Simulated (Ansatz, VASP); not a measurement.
# SiC: VASP beside Ansatz

```xyz
2
Lattice="0.0000 2.1781 2.1781 2.1781 0.0000 2.1781 2.1781 2.1781 0.0000" Properties=species:S:1:pos:R:3 pbc="T T T"
Si    0.0000    0.0000    0.0000
C     1.0890    1.0890    1.0890
```

Alike in both runs: task single point; functional PBEsol; k mesh 8 × 8 × 8; no spin polarisation.

|  | VASP | Ansatz |
| --- | --- | --- |
| version | VASP 6.6.1 | Ansatz 0.2.0 |
| potentials or method | VASP PAW PBE potentials, release 64 (Si, C) | plane waves |
| plane-wave cutoff (eV) | 600 | 420 |
| occupations | gaussian, width 0.01 eV | fixed |
| valence electrons in the cell | 8 | 8 |

|  | VASP | Ansatz | Ansatz less VASP |
| --- | --- | --- | --- |
| gap on the k mesh at the Fermi level (eV) | 1.23 | 1.24 | +0.010 |
| pressure (GPa) | 0.3 | 0.1 | -0.23 |

VASP's potentials were made for PBE, not for PBEsol.
